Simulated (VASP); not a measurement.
# LaFeGe (P-6m2) in VASP: notebook, part 2 of 2

VASP 6.6.1. The steps go on from the part before.

**3. Single point, PBE, collinear spin, ferromagnetic start**

This run uses another cell than the first one, of 20.83 Å³/atom.

The input, INCAR:

```
SYSTEM = LaFeGe
PREC = Accurate
ENCUT = 520
EDIFF = 1E-7
ISMEAR = -1
SIGMA = 0.05
LREAL = .FALSE.
LASPH = .TRUE.
NELM = 150
ALGO = Normal
ISIF = 2
LWAVE = .FALSE.
LCHARG = .FALSE.
ISPIN = 2
MAGMOM = 0 0 3
LORBIT = 11
LMAXMIX = 6
GGA = PE
NBANDS = 28
```

The input, KPOINTS:

```
regular mesh
0
G
  7 7 6
  0 0 0
```

The input, POSCAR:

```
LaFeGe
1.0
    4.1454201348      0.0000000000      0.0000000000
   -2.0727100674      3.5900391461      0.0000000000
    0.0000000000      0.0000000000      4.1982944714
La Ge Fe
1 1 1
Direct
    0.0000000000      0.0000000000      0.0000000000
    0.6666666667      0.3333333333      0.5000000000
    0.3333333333      0.6666666667      0.5000000000
```

Potentials or basis: VASP PAW PBE potentials, release 64 (La, Ge_d, Fe).

Launch:

```bash
$ cat potpaw_PBE.64/La/POTCAR potpaw_PBE.64/Ge_d/POTCAR potpaw_PBE.64/Fe/POTCAR > POTCAR
$ mpirun -np 1 vasp_std > vasp.out
```

OUTCAR:

```text
SYSTEM = LaFeGe
   PREC = Accurate
   ENCUT = 520
   EDIFF = 1E-7
   ISMEAR = -1
   LREAL = .FALSE.
   LASPH = .TRUE.
   NELM = 150
   ISIF = 2
   ISPIN = 2
   LORBIT = 11
   GGA = PE

 ion  position               nearest neighbor table
   1  0.000  0.000  0.000-   2 3.18   3 3.18   2 3.18   3 3.18   2 3.18   2 3.18   3 3.18   3 3.18
                             2 3.18   2 3.18   3 3.18   3 3.18
   2  0.667  0.333  0.500-   3 2.39   3 2.39   3 2.39   1 3.18   1 3.18   1 3.18   1 3.18   1 3.18
                             1 3.18
   3  0.333  0.667  0.500-   2 2.39   2 2.39   2 2.39   1 3.18   1 3.18   1 3.18   1 3.18   1 3.18
                             1 3.18

  LATTYP: Found a hexagonal cell.
 ALAT       =     4.1454201348
 C/A-ratio  =     1.0127548801

  Lattice vectors:

 A1 = (   4.1454201348,   0.0000000000,   0.0000000000)
 A2 = (  -2.0727100674,   3.5900391461,   0.0000000000)
 A3 = (   0.0000000000,   0.0000000000,   4.1982944714)

Analysis of symmetry for initial positions (statically):
=====================================================================
 Subroutine PRICEL returns:
 Original cell was already a primitive cell.

 Routine SETGRP: Setting up the symmetry group for a
 hexagonal supercell.

 Subroutine GETGRP returns: Found 12 space group operations
 (whereof 12 operations were pure point group operations)
 out of a pool of 24 trial point group operations.

The static configuration has the point symmetry D_3h.

Analysis of symmetry for dynamics (positions and initial velocities):
=====================================================================
 Subroutine PRICEL returns:
 Original cell was already a primitive cell.

 Routine SETGRP: Setting up the symmetry group for a
 hexagonal supercell.

 Subroutine GETGRP returns: Found 12 space group operations
 (whereof 12 operations were pure point group operations)
 out of a pool of 24 trial point group operations.

The dynamic configuration has the point symmetry D_3h.

[... 156 lines left out ...]
  ext. energy  EPLUGINS =         0.00000000
  ---------------------------------------------------
  free energy    TOTEN  =       -18.72137451 eV

  energy without entropy =      -18.68925108  energy(sigma->0) =      -18.70531280

 E-fermi :   7.5403     XC(G=0): -10.9731

 val. band max:        7.5378794921   @ k =   0.2857   0.1429   0.0000
 cond. band min:       7.5436295117   @ k =   0.1429   0.1429   0.3333
 fundamental gap:      0.0057500196
 Fermi energy:         7.5402849135

 spin component 1

 k-point     1 :       0.0000    0.0000    0.0000
  band No.  band energies     occupation
      1     -24.5708      1.00000
      2     -16.1836      1.00000
      3     -16.1553      1.00000
      4     -16.1553      1.00000
      5     -16.1190      1.00000
      6     -16.1190      1.00000
[... 733 lines left out ...]
     27      12.2287      0.00000
     28      12.4620      0.00000

 [... further k-points ...]

 spin component 2

 k-point     1 :       0.0000    0.0000    0.0000
  band No.  band energies     occupation
      1     -24.5986      1.00000
      2     -16.1754      1.00000
      3     -16.1561      1.00000
      4     -16.1561      1.00000
      5     -16.1284      1.00000
      6     -16.1284      1.00000
[... 733 lines left out ...]
     27      12.2066      0.00000
     28      12.5953      0.00000

 [... further k-points ...]
[... 5 lines left out ...]
  --------------------------------------------------------------------------------------
  -------------------------------------------------------------------------------------
  Total        1.8196158      1.8196158      1.3032350      0.0000000      0.0000000      0.0000000
  in kB       46.6605280     46.6605280     33.4189398      0.0000000      0.0000000      0.0000000
  external PRESSURE =      42.2466652 kB  Pullay stress =       0.0000000 kB

 VOLUME and BASIS-vectors are now :
 -----------------------------------------------------------------------------
  energy-cutoff  :      520.00
  volume of cell :       62.48
      direct lattice vectors                 reciprocal lattice vectors
     4.145420135  0.000000000  0.000000000     0.241230073  0.139274247  0.000000000
    -2.072710067  3.590039146  0.000000000     0.000000000  0.278548495  0.000000000
     0.000000000  0.000000000  4.198294471     0.000000000  0.000000000  0.238191963

 POSITION                                       TOTAL-FORCE (eV/Angst)
 -----------------------------------------------------------------------------------
      0.00000      0.00000      0.00000         0.000000      0.000000      0.000000
      2.07271      1.19668      2.09915        -0.000000      0.000000      0.000000
     -0.00000      2.39336      2.09915        -0.000000     -0.000000      0.000000
 -----------------------------------------------------------------------------------
    total drift:                               -0.000001      0.000000      0.000000

  FREE ENERGIE OF THE ION-ELECTRON SYSTEM (eV)
  ---------------------------------------------------
  free  energy   TOTEN  =       -18.7213745101 eV

  energy  without entropy=      -18.6892510836  energy(sigma->0) =      -18.70531280

 total charge

# of ion       s       p       d       f       tot
--------------------------------------------------
    1        2.031   5.638   0.760   0.147   8.576
    2        1.139   1.345  10.030   0.000  12.513
    3        0.474   0.370   6.345   0.000   7.188
--------------------------------------------------
tot          3.643   7.353  17.135   0.147  28.278

 magnetization (x)

# of ion       s       p       d       f       tot
--------------------------------------------------
    1       -0.004   0.002  -0.054  -0.007  -0.063
    2       -0.001  -0.020   0.000   0.000  -0.020
    3        0.022   0.026   1.786   0.000   1.834
--------------------------------------------------
tot          0.018   0.008   1.732  -0.007   1.751
```

OSZICAR:

```text
N       E                     dE             d eps       ncg     rms          rms(c)
DAV:   1     0.279538835224E+03    0.27954E+03   -0.13319E+04  3956   0.238E+03
DAV:   2     0.307391032687E+02   -0.24880E+03   -0.21983E+03  3900   0.429E+02
[... 13 lines left out ...]
DAV:  16    -0.187213792690E+02    0.37199E-05   -0.12391E-05  6012   0.328E-02    0.303E-02
DAV:  17    -0.187213765423E+02    0.27268E-05   -0.42201E-06  6196   0.212E-02    0.195E-02
DAV:  18    -0.187213750672E+02    0.14751E-05   -0.17545E-06  5936   0.133E-02    0.943E-03
DAV:  19    -0.187213746902E+02    0.37708E-06   -0.36693E-07  4116   0.501E-03    0.461E-03
DAV:  20    -0.187213745767E+02    0.11348E-06   -0.10784E-07  2912   0.370E-03    0.205E-03
DAV:  21    -0.187213745101E+02    0.66619E-07   -0.13588E-07  2736   0.256E-03
   1 F= -.18721375E+02 E0= -.18705313E+02  d E =-.321234E-01  mag=     1.7183
```

Run time: 2.1 min. Hardware: 1 thread of Intel Xeon Platinum 8259CL at 2.50GHz (Skylake/Cascade Lake), shared host; peak memory 0.27 GiB.

Results:

```
Free energy                                           : -18.7214 eV
Pressure                                              : 4.2 GPa
Net moment                                            : 1.72 μB per cell
Site moments                                          : La -0.06; Ge -0.02; Fe +1.83 μB
Valence electrons inside the program's atomic spheres : La 8.58; Ge 12.51; Fe 7.19
```

Caveat: the cell stands under pressure; spin-orbit coupling is left out, which moves the levels of the heavy elements.

**4. Single point, PBE, collinear spin, ferromagnetic start**

This run uses another cell than the first one, of 21.27 Å³/atom.

The input, INCAR:

```
SYSTEM = LaFeGe
PREC = Accurate ; ENCUT = 520
EDIFF = 1E-6 ; ISMEAR = -1
SIGMA = 0.05 ; LREAL = .False.
LASPH = .True. ; NELM = 150
ALGO = Normal ; ISIF = 2
LWAVE = .False. ; LCHARG = .False.
ISPIN = 2 ; MAGMOM = 0 0 3
LORBIT = 11 ; LMAXMIX = 6
GGA = PE ; NBANDS = 28
```

The input, KPOINTS:

```
regular mesh
0
Gamma
  7 7 6
  0 0 0
```

The input, POSCAR:

```
LaFeGe
1.0
    4.1746141962      0.0000000000      0.0000000000
   -2.0873070981      3.6153219449      0.0000000000
    0.0000000000      0.0000000000      4.2278608995
La Ge Fe
1 1 1
Direct
    0.0000000000      0.0000000000      0.0000000000
    0.6666666667      0.3333333333      0.5000000000
    0.3333333333      0.6666666667      0.5000000000
```

Launch:

```bash
$ cat potpaw_PBE.64/La/POTCAR potpaw_PBE.64/Ge_d/POTCAR potpaw_PBE.64/Fe/POTCAR > POTCAR
$ mpirun -np 1 vasp_std > vasp.out
```

It took 1.9 min on 1 thread of Intel Xeon Platinum 8259CL at 2.50GHz (Skylake/Cascade Lake), shared host; peak memory 0.27 GiB.

Results (log left out):

```
Free energy                                           : -18.7493 eV
Pressure                                              : 2.5 GPa
Net moment                                            : 1.85 μB per cell
Site moments                                          : La -0.06; Ge -0.02; Fe +1.95 μB
Valence electrons inside the program's atomic spheres : La 8.55; Ge 12.49; Fe 7.15
```

Stress tensor (GPa, compression positive):
```
2.78 0.00 0.00
0.00 2.78 0.00
0.00 0.00 2.02
```

Levels at points of the mesh, in eV from the Fermi level:
Spin up:
| k point | band 13 | band 14 | band 15 | band 16 | band 17 | band 18 | band 19 | band 20 | band 21 | band 22 |
| --- | --- | --- | --- | --- | --- | --- | --- | --- | --- | --- |
| (0.00, 0.00, 0.00) | -2.54 | -1.68 | -1.68 | 0.13 | 0.41 | 0.41 | 0.49 | 2.00 | 2.57 | 2.57 |
| (0.00, 0.00, 0.50) | -3.19 | -1.85 | -1.85 | -1.45 | 1.52 | 1.52 | 1.97 | 2.32 | 2.32 | 2.44 |
Spin down:
| k point | band 13 | band 14 | band 15 | band 16 | band 17 | band 18 |
| --- | --- | --- | --- | --- | --- | --- |
| (0.00, 0.00, 0.00) | -1.77 | -0.24 | -0.24 | 0.20 | 0.93 | 0.96 |
| (0.00, 0.00, 0.50) | -2.27 | -0.68 | -0.68 | 0.41 | 1.77 | 1.77 |

Caveat: spin-orbit coupling is left out, which moves the levels of the heavy elements.

**5. The runs side by side**

```csv
potentials or basis,spin,cell,cutoff (eV),gap on the mesh (eV),pressure (GPa),moment (μB)
"VASP PAW PBE potentials, release 64 (La, Ge_d, Fe_sv)",off,"a = 4.232, b = 4.232, c = 4.286 Å, angles 90.0, 90.0, 120.0°, 3 atoms",690,none,-4.0,-
"VASP PAW PBE potentials, release 64 (La, Ge_d, Fe)","collinear, ferromagnetic start","a = 4.145, b = 4.145, c = 4.198 Å, angles 90.0, 90.0, 120.0°, 3 atoms",520,none,4.2,1.72
"VASP PAW PBE potentials, release 64 (La, Ge_d, Fe)","collinear, ferromagnetic start","a = 4.175, b = 4.175, c = 4.228 Å, angles 90.0, 90.0, 120.0°, 3 atoms",520,none,2.5,1.85
```

Alike in all rows: task single point; level PBE; k mesh 7 × 7 × 6; smearing fermi-dirac 0.05 eV.

Caveats: spin-orbit coupling is left out, which moves the levels of the heavy elements; the cell stands under tension (at least some runs); the cell stands under pressure (at least some runs).

Absolute energies hang on the potentials; compare differences alone.

The gap in the log of VASP goes by the Fermi energy; the results here count the filled bands.